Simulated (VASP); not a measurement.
# Be2C (Fm-3m) in VASP: a series of runs, part 2 of 2

VASP 6.6.1. Earlier steps stand in the parts before.

### Step 5. Vibrations by perturbation theory, PBEsol (volume scaled by 0.985)

INCAR reads:

```
SYSTEM = Be2C
PREC = Accurate
ENCUT = 600
EDIFF = 1E-8
ISMEAR = 0
SIGMA = 0.01
LREAL = .False.
LASPH = .True.
NELM = 120
ALGO = Normal
ISIF = 2
LWAVE = .False.
LCHARG = .True.
GGA = PS
NBANDS = 11
IBRION = 8
NSW = 1
GGA_COMPAT = .False.
```

KPOINTS reads:

```
Automatic mesh
0
Gamma
  8 8 8
  0 0 0
```

POSCAR reads:

```
Be2C
1.0
    0.0000000000      2.1445395117      2.1445395117
    2.1445395117      0.0000000000      2.1445395117
    2.1445395117      2.1445395117      0.0000000000
Be C
2 1
Direct
    0.2500000000      0.2500000000      0.2500000000
    0.7500000000      0.7500000000      0.7500000000
    0.0000000000      0.0000000000      0.0000000000
```

Potentials or basis: VASP PAW PBE potentials, release 64 (Be, C).

Command:

```bash
$ cat potpaw_PBE.64/Be/POTCAR potpaw_PBE.64/C/POTCAR > POTCAR
$ mpirun -np 1 vasp_std > vasp.out
```

OUTCAR:

```text
SYSTEM = Be2C
   PREC = Accurate
   ENCUT = 600
   EDIFF = 1E-8
   ISMEAR = 0
   LREAL = .False.
   LASPH = .True.
   NELM = 120
   ISIF = 2
   GGA = PS
   IBRION = 8
   NSW = 1

 ion  position               nearest neighbor table
   1  0.250  0.250  0.250-   3 1.86   3 1.86   3 1.86   3 1.86   2 2.14   2 2.14   2 2.14   2 2.14
                             2 2.14   2 2.14
   2  0.750  0.750  0.750-   3 1.86   3 1.86   3 1.86   3 1.86   1 2.14   1 2.14   1 2.14   1 2.14
[... 602 lines left out ...]
  2Z     0.000000    0.000000    5.663780    0.000000    0.000000  -11.693282    0.000000    0.000000    6.029502
  3X     6.028472    0.000000    0.000000    6.028472    0.000000    0.000000  -12.056943    0.000000    0.000000
  3Y     0.000000    6.028472    0.000000    0.000000    6.028472    0.000000    0.000000  -12.056943    0.000000
  3Z     0.000000    0.000000    6.028472    0.000000    0.000000    6.028472    0.000000    0.000000  -12.056943

 Eigenvectors and eigenvalues of the dynamical matrix
 ----------------------------------------------------

   1 f  =   21.694725 THz   136.311978 2PiTHz  723.658135 cm-1    89.722133 meV
             X         Y         Z           dx          dy          dz
      1.072270  1.072270  1.072270     0.560188   -0.408815    0.138059
      3.216809  3.216809  3.216809    -0.560188    0.408815   -0.138059
      0.000000  0.000000  0.000000    -0.000000    0.000000    0.000000
[... 43 lines left out ...]
   9 f/i=    0.000847 THz     0.005319 2PiTHz    0.028240 cm-1     0.003501 meV
             X         Y         Z           dx          dy          dz
      1.072270  1.072270  1.072270     0.012291   -0.113502   -0.535732
      3.216809  3.216809  3.216809     0.012291   -0.113502   -0.535732
      0.000000  0.000000  0.000000     0.014190   -0.131038   -0.618500

--------------------------------------------------------------------------------------------------------

 ELASTIC MODULI CONTR FROM IONIC RELAXATION (kBar)
 Direction    XX          YY          ZZ          XY          YZ          ZX
 --------------------------------------------------------------------------------
 XX          -0.0000      0.0000      0.0000      0.0000      0.0000      0.0000
 YY           0.0000     -0.0000     -0.0000      0.0000      0.0000     -0.0000
 ZZ           0.0000     -0.0000     -0.0000     -0.0000     -0.0000     -0.0000
 XY           0.0000      0.0000     -0.0000    -14.4121     -0.0000      0.0000
 YZ           0.0000      0.0000     -0.0000     -0.0000    -14.4121     -0.0000
 ZX           0.0000     -0.0000     -0.0000      0.0000     -0.0000    -14.4121
 --------------------------------------------------------------------------------
```

Run time: 68 s. Hardware: 1 thread of Intel Xeon Platinum 8488C (Sapphire Rapids), shared host; peak memory 0.18 GiB.

Results:

```
Highest phonon frequency at Γ, LO-TO splitting left out : 724 cm⁻¹
```

Phonon frequencies in cm⁻¹ (negative: imaginary):
```csv
q point,frequencies
"(0.000, 0.000, 0.000)",0 0 0 674 674 674 724 724 724
```

Caveat: the cell wasn't relaxed at this level first, which shifts response properties.

### Step 6. Vibrations by perturbation theory, PBEsol (volume scaled by 1.015)

Edit INCAR of step 5 so:

```diff
@@ -12,3 +12,3 @@
 LWAVE = .False.
-LCHARG = .True.
+LCHARG = .False.
 GGA = PS
```

KPOINTS is that of step 5.

POSCAR reads:

```
Be2C
1.0
    0.0000000000      2.1660941169      2.1660941169
    2.1660941169      0.0000000000      2.1660941169
    2.1660941169      2.1660941169      0.0000000000
Be C
2 1
Direct
    0.2500000000      0.2500000000      0.2500000000
    0.7500000000      0.7500000000      0.7500000000
    0.0000000000      0.0000000000      0.0000000000
```

Potentials or basis: VASP PAW PBE potentials, release 64 (Be, C).

Command:

```bash
$ cat potpaw_PBE.64/Be/POTCAR potpaw_PBE.64/C/POTCAR > POTCAR
$ mpirun -np 1 vasp_std > vasp.out
```

OUTCAR:

```text
SYSTEM = Be2C
   PREC = Accurate
   ENCUT = 600
   EDIFF = 1E-8
   ISMEAR = 0
   LREAL = .False.
   LASPH = .True.
   NELM = 120
   ISIF = 2
   GGA = PS
   IBRION = 8
   NSW = 1

 ion  position               nearest neighbor table
   1  0.250  0.250  0.250-   3 1.88   3 1.88   3 1.88   3 1.88   2 2.17   2 2.17   2 2.17   2 2.17
                             2 2.17   2 2.17
   2  0.750  0.750  0.750-   3 1.88   3 1.88   3 1.88   3 1.88   1 2.17   1 2.17   1 2.17   1 2.17
[... 602 lines left out ...]
  2Z     0.000000    0.000000    5.375270    0.000000    0.000000  -10.799325    0.000000    0.000000    5.424055
  3X     5.422218    0.000000    0.000000    5.422218    0.000000    0.000000  -10.844437    0.000000    0.000000
  3Y     0.000000    5.422218    0.000000    0.000000    5.422218    0.000000    0.000000  -10.844437    0.000000
  3Z     0.000000    0.000000    5.422218    0.000000    0.000000    5.422218    0.000000    0.000000  -10.844437

 Eigenvectors and eigenvalues of the dynamical matrix
 ----------------------------------------------------

   1 f  =   20.942703 THz   131.586885 2PiTHz  698.573386 cm-1    86.612022 meV
             X         Y         Z           dx          dy          dz
      1.083047  1.083047  1.083047    -0.307341   -0.630358   -0.090501
      3.249141  3.249141  3.249141     0.307341    0.630358    0.090501
      0.000000  0.000000  0.000000     0.000000   -0.000000    0.000000
[... 43 lines left out ...]
   9 f/i=    0.001591 THz     0.009995 2PiTHz    0.053059 cm-1     0.006579 meV
             X         Y         Z           dx          dy          dz
      1.083047  1.083047  1.083047    -0.501140    0.221091    0.000000
      3.249141  3.249141  3.249141    -0.501140    0.221091    0.000000
      0.000000  0.000000  0.000000    -0.578612    0.255270    0.000000

--------------------------------------------------------------------------------------------------------

 ELASTIC MODULI CONTR FROM IONIC RELAXATION (kBar)
 Direction    XX          YY          ZZ          XY          YZ          ZX
 --------------------------------------------------------------------------------
 XX          -0.0000     -0.0000     -0.0000      0.0000      0.0000      0.0000
 YY          -0.0000     -0.0000     -0.0000      0.0000      0.0000     -0.0000
 ZZ          -0.0000     -0.0000     -0.0000      0.0000      0.0000      0.0000
 XY           0.0000      0.0000      0.0000    -32.7178     -0.0000     -0.0000
 YZ           0.0000      0.0000      0.0000     -0.0000    -32.7178      0.0000
 ZX           0.0000     -0.0000      0.0000     -0.0000      0.0000    -32.7178
 --------------------------------------------------------------------------------
```

stdout:

```text
POSCAR found type information on POSCAR BeC
 POSCAR found :  2 types and       3 ions
 scaLAPACK will be used
 -----------------------------------------------------------------------------
|                                                                             |
|                                                                             |
|     You enforced a specific xc type in the INCAR file but a different       |
|     I HOPE YOU KNOW WHAT YOU ARE DOING!                                     |
|                                                                             |
 -----------------------------------------------------------------------------

 LDA part: xc-table for (Slater+PW92), standard interpolation
 POSCAR, INCAR and KPOINTS ok, starting setup
 FFT: planning ... GRIDC
 FFT: planning ... GRID_SOFT
 FFT: planning ... GRID
 WAVECAR not read
 entering main loop
 Linear response reoptimize wavefunctions to high precision
 Linear response DOF=           2
 Linear response progress:
 first order change of Fermi-energy  -0.18431E-05
 force on displaced ion       1 direction 1 : -10.799  -0.000  -0.000
 Linear response progress:
 first order change of Fermi-energy   0.44943E-03
 force on displaced ion       3 direction 1 : -10.844   0.000   0.000
 Linear response finished
```

It took 63 s on 1 thread of Intel Xeon Platinum 8488C (Sapphire Rapids), shared host; peak memory 0.18 GiB.

What came out:

| Quantity | Value |
| --- | --- |
| Highest phonon frequency at Γ, LO-TO splitting left out | 699 cm⁻¹ |

Phonon frequencies in cm⁻¹ (negative: imaginary):
| q point | frequencies |
| --- | --- |
| (0.000, 0.000, 0.000) | 0 0 0 640 640 640 699 699 699 |

Caveat: the cell wasn't relaxed at this level first, which shifts response properties.
